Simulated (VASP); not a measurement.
## BAs: single point with HSE06

BAs:

```
CELL_PARAMETERS angstrom
0.00000 2.38850 2.38850
2.38850 0.00000 2.38850
2.38850 2.38850 0.00000
ATOMIC_POSITIONS crystal
As 0.75000 0.75000 0.75000
B 0.00000 0.00000 0.00000
```

```
Program             : VASP 6.6.1
Task                : single point
Functional          : HSE06
Potentials or basis : VASP PAW PBE potentials, release 64 (As, B)
Cutoff              : 520 eV
k mesh              : 6 × 6 × 6
Occupations         : gaussian, width 0.01 eV
Spin                : no spin polarisation
```

```json
{
 "Pressure": "-0.6 GPa",
 "Band gap on the k mesh": "1.95 eV (least direct gap 4.11 eV)"
}
```

Levels at points of the mesh, in eV from the valence-band top:
```tsv
k point	band 2	band 3	band 4	band 5	band 6	band 7
(0.00, 0.00, 0.00)	0.00	0.00	0.00	4.11	4.11	4.11
(0.50, 0.00, 0.00)	-9.70	-1.99	-1.99	3.56	5.69	5.69
(0.50, 0.50, 0.00)	-9.48	-4.46	-4.46	2.08	2.15	12.94
```

Run time: 15 min on 1 thread of Intel Xeon 8259CL, with other jobs on the host, peak memory 0.27 GiB.

Caveat: the PAW data sets were made with another functional, which shifts forces and pressure a little. A k mesh can miss the band edges.
